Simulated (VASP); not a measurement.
# Cu (P2/m) in VASP: single point with PBE+D3(BJ)

Aim: the single point of Cu with PBE+D3(BJ).

Program: VASP 6.6.1. These are calculated values, not measurements. Logs are shortened: lines on timing, memory, paths and dates and some standing lists are left out, and cuts for length are marked.

## (1) The cell of the first run

The structure is monoclinic, space group P2/m (No. 10). Conventional cell: a = 13.237 Å, b = 2.292 Å, c = 19.012 Å, α = 90.00°, β = 91.74°, γ = 90.00°. Cu (site symmetry 2/m) has 2 Cu at 2.29 Å within 3.0 Å.

## (2) Single point, PBE+D3(BJ)

Input file INCAR:

```
ALGO     = Fast           # electronic algorithm
EDIFF    = 1E-6           # SCF threshold, eV
ENCUT    = 520            # plane-wave cutoff, eV
GGA      = PE             # functional
ISIF     = 2              # what is computed and relaxed
ISMEAR   = 0              # smearing method
IVDW     = 12             # dispersion correction
LASPH    = T              # aspherical terms in the spheres
LCHARG   = T              # write CHGCAR
LELF     = T              # ELF
LREAL    = F              # projectors in reciprocal space
LVHAR    = T            
LWAVE    = F              # write WAVECAR
NBANDS   = 12             # bands
NELM     = 80             # most SCF steps
PREC     = Accurate       # precision mode
SIGMA    = 0.15           # smearing width, eV
```

Input file KPOINTS:

```
k-points
0
Gamma
  25 3 6
```

Input file POSCAR:

```
Cu
1.0
    0.0000000000     -2.2922571009      0.0000000000
   -6.9738504666      0.0000000000    -21.7433430167
    5.7574127041      0.0000000000    -18.1194505884
Cu
1
Direct
    0.5000000000      0.0833333333      0.5000000000
```

Potentials or basis: VASP PAW PBE potentials, release 64 (Cu).

On the command line:

```bash
$ cat potpaw_PBE.64/Cu/POTCAR > POTCAR
$ mpirun -np 1 vasp_std > vasp.out
```

OUTCAR:

```text
EDIFF = 1E-6
   ENCUT = 520
   GGA = PE
   ISIF = 2
   ISMEAR = 0
   IVDW = 12
   LASPH = T
   LREAL = F
   NELM = 80
   PREC = Accurate
 IVDW          = 12

 ion  position               nearest neighbor table
   1  0.500  0.083  0.500-

  LATTYP: Found a simple monoclinic cell.
 ALAT       =    13.2369807076
 B/A-ratio  =     0.1731706914
 C/A-ratio  =     1.4362914075
 COS(beta)  =    -0.0303428704

  Lattice vectors:

 A1 = ( -12.7312631707,   0.0000000000,  -3.6238924283)
 A2 = (   0.0000000000,   2.2922571009,   0.0000000000)
 A3 = (   5.7574127041,   0.0000000000, -18.1194505884)

Analysis of symmetry for initial positions (statically):
=====================================================================
 Subroutine PRICEL returns:
 Original cell was already a primitive cell.

 Routine SETGRP: Setting up the symmetry group for a
 simple monoclinic supercell.

 Subroutine GETGRP returns: Found  4 space group operations
 (whereof  2 operations were pure point group operations)
 out of a pool of  4 trial point group operations.

The static configuration has the point symmetry C_1h.
 The point group associated with its full space group is C_2h.

Analysis of symmetry for dynamics (positions and initial velocities):
=====================================================================
 Subroutine PRICEL returns:
 Original cell was already a primitive cell.

 Routine SETGRP: Setting up the symmetry group for a
 simple monoclinic supercell.

 Subroutine GETGRP returns: Found  4 space group operations
 (whereof  2 operations were pure point group operations)
 out of a pool of  4 trial point group operations.

The dynamic configuration has the point symmetry C_1h.
 The point group associated with its full space group is C_2h.

 Subroutine INISYM returns: Found  4 space group operations
 (whereof  2 operations are pure point group operations),
 and found     1 'primitive' translations

----------------------------------------------------------------------------------------

                                     Primitive cell

  volume of cell :     576.6121

  direct lattice vectors                    reciprocal lattice vectors
     0.000000000 -2.292257101  0.000000000     0.000000000 -0.436251239  0.000000000
    -6.973850467  0.000000000-21.743343017    -0.072031857  0.000000000 -0.022887953
     5.757412704  0.000000000-18.119450588     0.086438237  0.000000000 -0.027723765

  length of vectors
     2.292257101 22.834350349 19.012161652     0.436251239  0.075580730  0.090775415

  position of ions in fractional coordinates (direct lattice)
     0.500000000  0.083333333  0.500000000

  ion indices of the primitive-cell ions
   primitive index   ion index
                 1           1

----------------------------------------------------------------------------------------

 KPOINTS: k-points

Automatic generation of k-mesh.
 Grid dimensions read from file:
 generate k-points for:   25    3    6

 Generating k-lattice:

  Cartesian coordinates                     Fractional coordinates (reciprocal lattice)
     0.000000000 -0.017450050  0.000000000     0.040000000  0.000000000  0.000000000
    -0.024010619  0.000000000 -0.007629318     0.000000000  0.333333333  0.000000000
     0.014406373  0.000000000 -0.004620628     0.000000000 -0.000000000  0.166666667

  Length of vectors
     0.017450050  0.025193577  0.015129236

  Shift w.r.t. Gamma in fractional coordinates (k-lattice)
     0.000000000  0.000000000  0.000000000

 Subroutine IBZKPT returns following result:
 ===========================================

 Found    130 irreducible k-points:

 Following reciprocal coordinates:
            Coordinates               Weight
  0.000000  0.000000  0.000000      1.000000
  0.040000  0.000000  0.000000      2.000000
  0.080000  0.000000  0.000000      2.000000
  0.120000  0.000000  0.000000      2.000000
  0.160000  0.000000  0.000000      2.000000
  0.200000  0.000000  0.000000      2.000000
[... 16 lines left out ...]
  0.360000  0.333333 -0.000000      4.000000
  0.400000  0.333333 -0.000000      4.000000
 [... further k-points ...]
   k-points           NKPTS =    130   k-points in BZ     NKDIM =    130   number of bands    NBANDS=     12
   number of dos      NEDOS =    301   number of ions     NIONS =      1
   total plane-waves  NPLWV = 466560
   dimension x,y,z NGX =    18 NGY =  180 NGZ =  144
   dimension x,y,z NGXF=    36 NGYF=  360 NGZF=  288
   ions per type =               1
   NGX,Y,Z   is equivalent  to a cutoff of  13.05, 13.10, 12.59 a.u.
   NGXF,Y,Z  is equivalent  to a cutoff of  26.11, 26.21, 25.18 a.u.
 SYSTEM =  unknown system
   PREC   = accura    normal or accurate (medium, high low for compatibility)
   ISTART =      0    job   : 0-new  1-cont  2-samecut
   ICHARG =      2    charge: 1-file 2-atom 10-const
   ISPIN  =      1    spin polarized calculation?
   LNONCOLLINEAR =      F non collinear calculations
   LSORBIT =      F    spin-orbit coupling
   LASPH  =      T    aspherical Exc in radial PAW
   ENCUT  =  520.0 eV  38.22 Ry    6.18 a.u.   4.26 42.46 35.35*2*pi/ulx,y,z
   NELM   =     80;   NELMIN=  2; NELMDL= -5     # of ELM steps
   EDIFF  = 0.1E-05   stopping-criterion for ELM
   LREAL  =      F    real-space projection
   EDIFFG = 0.1E-04   stopping-criterion for IOM
   NSW    =      0    number of steps for IOM
   IBRION =     -1    ionic relax: 0-MD 1-quasi-New 2-CG
   NFREE  =      0    steps in history (QN), initial steepest desc. (CG)
   ISIF   =      2    stress and relaxation
   ISYM   =      2    0-nonsym 1-usesym 2-fastsym
   POTIM  = 0.5000    time-step for ionic-motion
   TEBEG  =    0.0;   TEEND  =   0.0 temperature during run
   PSTRESS=    0.0 pullay stress
   NELECT =      11.0000    total number of electrons
   NUPDOWN=      -1.0000    fix difference up-down
   EMIN   =  10.00;   EMAX   =-10.00  energy-range for DOS
   EFERMI =   0.00;   METHOD = LEGACY
   ISMEAR =     0;   SIGMA  =   0.15  broadening in eV -4-tet -1-fermi 0-gaus
   EFERMI_NEDOS =   21; number of points for ismear=-14 and -15
   IALGO  =     68    algorithm
   IMIX   =      4    mixing-type and parameters
     AMIX     =   0.40;   BMIX     =  1.00
     AMIX_MAG =   1.60;   BMIX_MAG =  1.00
  volume/ion in A,a.u.               =     576.61      3891.17
  Fermi-wavevector in a.u.,A,eV,Ry     =   0.437433  0.826628  2.603438  0.191347
  Thomas-Fermi vector in A             =   1.410293
   LORBIT       =      0    0 simple, 1 ext, 2 COOP (PROOUT), +10 PAW based schemes
   GGA     = PE    functional components
   LHFCALC =     F    Hartree Fock is set to
   AEXX    =    0.0000 exact exchange contribution
   IVDW    =    12    specifies the selected vdW correction
   LEPSILON=     F    determine dielectric tensor
   LRPA    =     F    only Hartree local field effects (RPA)
 non-spin polarized calculation
 RMM-DIIS sequential band-by-band and
 Gauss-broadening in eV      SIGMA  =   0.15
  energy-cutoff  :      520.00
  volume of cell :      576.61
 maximum number of plane-waves:     15586
 NGX is ok and might be reduce to    18
   NGX =  9   NGY = 85   NGZ = 71

 number of electron      11.0000000 magnetization

 Free energy of the ion-electron system (eV)
  ---------------------------------------------------
  ext. energy  EPLUGINS =         0.00000000
  ---------------------------------------------------
  free energy    TOTEN  =        -1.75886113 eV

  energy without entropy =       -1.74357743  energy(sigma->0) =       -1.75121928

 E-fermi :  -4.9234     XC(G=0):  -0.7592

 val. band max:       -5.0342935571   @ k =   0.0000  -0.3333   0.1667
 cond. band min:      -4.8014861146   @ k =   0.2800   0.3333   0.3333
 fundamental gap:      0.2328074426
 Fermi energy:        -4.9234218213

 k-point     1 :       0.0000    0.0000    0.0000
  band No.  band energies     occupation
      1      -8.2760      2.00000
      2      -6.0299      2.00000
      3      -5.8284      2.00000
      4      -5.8284      2.00000
      5      -5.0343      1.70418
      6      -5.0343      1.70413
      7      -2.0403      0.00000
      8      -2.0381      0.00000
      9       0.0138      0.00000
     10       0.4881      0.00000
     11       0.6210      0.00000
     12       0.8797      0.00000

 k-point     2 :       0.0400    0.0000    0.0000
  band No.  band energies     occupation
      1      -8.2207      2.00000
      2      -6.0086      2.00000
      3      -5.8224      2.00000
      4      -5.8224      2.00000
      5      -5.0758      1.84908
      6      -5.0758      1.84906
      7      -1.9730      0.00000
      8      -1.9708      0.00000
      9       0.0589      0.00000
     10       0.5336      0.00000
     11       0.6681      0.00000
     12       0.9250      0.00000

 k-point     3 :       0.0800    0.0000    0.0000
  band No.  band energies     occupation
      1      -8.0559      2.00000
      2      -5.9449      2.00000
      3      -5.8049      2.00000
      4      -5.8049      2.00000
      5      -5.1907      1.98826
      6      -5.1907      1.98825
      7      -1.7789      0.00000
      8      -1.7765      0.00000
      9       0.1940      0.00000
     10       0.6702      0.00000
     11       0.8093      0.00000
     12       1.0605      0.00000
[... 286 lines left out ...]
 k-point    23 :       0.3600    0.3333   -0.0000
  band No.  band energies     occupation
      1      -6.4632      2.00000
      2      -6.4632      2.00000
      3      -5.5191      2.00000
      4      -5.5191      2.00000
      5      -5.4310      2.00000
      6      -3.4341      0.00000
      7       2.1107      0.00000
      8       2.1129      0.00000
      9       3.7413      0.00000
     10       4.2228      0.00000
     11       4.3005      0.00000
     12       4.3604      0.00000

 k-point    24 :       0.4000    0.3333   -0.0000
  band No.  band energies     occupation
      1      -6.5733      2.00000
      2      -6.5733      2.00000
      3      -5.4869      2.00000
      4      -5.4869      2.00000
      5      -5.2633      1.99864
      6      -2.5583      0.00000
      7       2.9677      0.00000
      8       2.9699      0.00000
      9       4.0380      0.00000
     10       4.8255      0.00000
     11       5.1349      0.00000
     12       5.2290      0.00000

 [... further k-points ...]

------------------------ aborting loop because EDIFF is reached ----------------------------------------

 Edisp (eV)   -0.04101

 E8    (eV) :    -0.0193

  FORCE on cell =-STRESS in cart. coord.  units (eV):
  Direction    XX          YY          ZZ          XY          YZ          ZX
  --------------------------------------------------------------------------------------
  -------------------------------------------------------------------------------------
  Total       0.01483     0.11913     0.01650     0.00000     0.00000    -0.00009
  in kB       0.04120     0.33101     0.04585     0.00000     0.00000    -0.00026
  external pressure =        0.14 kB  Pullay stress =        0.00 kB

 VOLUME and BASIS-vectors are now :
 -----------------------------------------------------------------------------
  energy-cutoff  :      520.00
  volume of cell :      576.61
      direct lattice vectors                 reciprocal lattice vectors
     0.000000000 -2.292257101  0.000000000     0.000000000 -0.436251239  0.000000000
    -6.973850467  0.000000000-21.743343017    -0.072031857  0.000000000 -0.022887953
     5.757412704  0.000000000-18.119450588     0.086438237  0.000000000 -0.027723765

 POSITION                                       TOTAL-FORCE (eV/Angst)
 -----------------------------------------------------------------------------------
      2.29755     -1.14613    -10.87167        -0.000000      0.000000      0.000000
 -----------------------------------------------------------------------------------
    total drift:                               -0.000000     -0.000000     -0.000000

  FREE ENERGIE OF THE ION-ELECTRON SYSTEM (eV)
  ---------------------------------------------------
  free  energy   TOTEN  =        -1.7998751196 eV

  energy  without entropy=       -1.7845914261  energy(sigma->0) =       -1.79223327
```

Run time: 33 min. Hardware: 1 thread of Intel Xeon Platinum 8488C (Sapphire Rapids), shared host; peak memory 1.5 GiB.

What came out:

```yaml
Free_energy: -1.7999 eV
Pressure: 0.0 GPa
Dispersion_energy_per_atom: -0.041 eV
```

Caveat: pairwise dispersion overbinds metals, which lowers pressure and volume.
